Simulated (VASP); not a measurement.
Write the native input for VASP 6.6.1 that does the following.

| Quantity | Value |
| --- | --- |
| Task | single point |
| Functional | r2SCAN |
| Potentials or basis | VASP PAW PBE potentials, release 64 (Hf_pv, C) |
| Cutoff | 520 eV |
| k mesh | 12 × 12 × 12 |
| Occupations | gaussian, width 0.05 eV |
| Spin | no spin polarisation |
| Dipole correction | no |
| Further INCAR settings | ALGO = Normal; EDIFF = 1e-06; NBANDS = 14 |

Crystal: HfC.

```
Hf C
1.0
    -0.00608    2.29754    2.29216
     2.31624    0.00127    2.28480
     2.32575    2.29970   -0.00824
Hf C
1 1
Cartesian
  2.2397 2.3161 2.2648
  0.0782 -0.0168 0.0196
```

This cell differs from its parent crystal: atoms moved at random and the cell strained at random.

The input as run:

POSCAR

```
HfC
1.0
   -0.0060825967      2.2975418633      2.2921568659
    2.3162427914      0.0012722861      2.2848019832
    2.3257536307      2.2996978199     -0.0082385532
Hf C
1 1
Direct
    0.5161868750      0.4751477130      0.4911540636
   -0.0161868750      0.0248522870      0.0088459364
```

INCAR.step1

```
  PREC = Accurate
  ENCUT = 520
  ISMEAR = 0
  SIGMA = 0.05
  LREAL = False
  LASPH = True
  NELM = 100
  NBANDS = 14
  GGA = PE
  ALGO = Normal
  EDIFF = 1E-4
  LWAVE = True
  LCHARG = False
```

INCAR.step2

```
  PREC = Accurate
  ENCUT = 520
  EDIFF = 1E-6
  ISMEAR = 0
  SIGMA = 0.05
  LREAL = False
  LASPH = True
  NELM = 100
  ALGO = Normal
  ISIF = 2
  LWAVE = False
  LCHARG = False
  METAGGA = R2SCAN
  LMIXTAU = True
  NBANDS = 14
  ISTART = 1
```

KPOINTS

```
Automatic mesh
0
Gamma
  12 12 12
```

Potentials or basis: VASP PAW PBE potentials, release 64 (Hf_pv, C).

Run with:

```sh
$ cat potpaw_PBE.64/Hf_pv/POTCAR potpaw_PBE.64/C/POTCAR > POTCAR
$ cp INCAR.step1 INCAR
$ mpirun -np 1 vasp_std > vasp.out
$ cp INCAR.step2 INCAR
$ mpirun -np 1 vasp_std > vasp.out
```

It gave:

| Property | Result |
| --- | --- |
| Pressure | 6.6 GPa |
| Largest force | 1.175 eV/Å |
| Band gap on the k mesh | zero (bands 7 and 8 overlap by 0.64 eV) |

Caveat: the cell differs from its parent crystal (atoms moved at random and the cell strained at random); the cell stands under pressure; the PAW data sets were made with another functional, which shifts forces and pressure a little; spin-orbit coupling is left out, which moves the levels of the heavy elements.

Wall time 9.4 min on 1 thread of Intel(R) Xeon(R) Platinum 8259CL CPU @ 2.50GHz (Skylake/Cascade Lake), with other jobs on the host, peak memory 0.4 GiB.
